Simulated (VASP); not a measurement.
The system is Y3Mg.

```
Mg Y
1.0
     0.00000    3.92000    3.92000
     3.92000    0.00000    3.92000
     3.92000    3.92000    0.00000
Mg Y
1 3
Direct
  0.00000 0.00000 0.00000
  0.50000 0.50000 0.50000
  0.25000 0.25000 0.25000
  0.75000 0.75000 0.75000
```

```yaml
Program: VASP 6.6.1
Task: relaxation of cell and atoms
Functional: LDA
Potentials_or_basis: VASP PAW LDA potentials, release 64 (Mg, Y_sv)
Cutoff: 600 eV
k_mesh: 5 × 5 × 5
Occupations: fermi-dirac, width 0.1 eV
Spin: no spin polarisation
```

At the start: pressure -3.7 GPa; volume 30.12 Å³/atom.

Q: Where does the relaxation end?

A: Over 3 steps the energy falls by 35.3 meV/atom and the volume is 27.30 Å³/atom (-9.4 %); space group Fm-3m (No. 225, to 0.1 Å) before and after.

The path:
```csv
step,energy change (eV),largest force (eV/Å),pressure (GPa),volume (Å³)
1,0.0000,0.0000,-3.74,120.47
2,-0.1409,0.0000,0.25,108.62
3,-0.1414,0.0000,0.00,109.19
```

Final structure:
```cif
data_structure
_symmetry_space_group_name_H-M 'P 1'
_symmetry_Int_Tables_number 1
_cell_length_a 5.3650
_cell_length_b 5.3650
_cell_length_c 5.3650
_cell_angle_alpha 60.000
_cell_angle_beta 60.000
_cell_angle_gamma 60.000
_cell_volume 109.19
loop_
_atom_site_label
_atom_site_type_symbol
_atom_site_fract_x
_atom_site_fract_y
_atom_site_fract_z
_atom_site_occupancy
Mg1 Mg 0.00000 0.00000 0.00000 1
Y1 Y 0.50000 0.50000 0.50000 1
Y2 Y 0.25000 0.25000 0.25000 1
Y3 Y 0.75000 0.75000 0.75000 1
```
